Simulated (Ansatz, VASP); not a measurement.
# TePb in VASP and in Ansatz

```
CELL_PARAMETERS angstrom
0.00000 3.23100 3.23100
3.23100 0.00000 3.23100
3.23100 3.23100 0.00000
ATOMIC_POSITIONS crystal
Te 0.49972 0.47882 0.49752
Pb 0.99587 0.00670 0.99780
```

Alike in both runs: task single point; functional PBEsol; dispersion D4; k mesh 4 × 4 × 4; no spin polarisation.

```csv
,VASP,Ansatz
version,VASP 6.6.1,Ansatz 0.2.0
potentials or method,"VASP PAW PBE potentials, release 64 (Te, Pb_d), cutoff 520 eV","plane waves, PAW"
occupations,"gaussian, width 0.01 eV",fixed
valence electrons in the cell,20,30
```

```csv
,VASP,Ansatz,Ansatz less VASP
pressure (GPa),-1.4,-1.4,+0.02
"traceless stress, the component that is largest in VASP (GPa)",-0.19,-0.19,+0.002
rms of the force components (eV/Å),0.012,0.012,+0.0004
```

VASP's potentials were made for PBE, not for PBEsol. Atom by atom the forces differ by 0.000 eV/Å (rms over components). VASP's potentials hold 20 valence electrons a cell and Ansatz's 30, so a difference there can come from the potentials and not from the codes. Ansatz's warnings: stress scf threshold loose.

The k mesh is coarse, so the values compare programs but aren't converged. Neither program's run includes spin-orbit coupling.
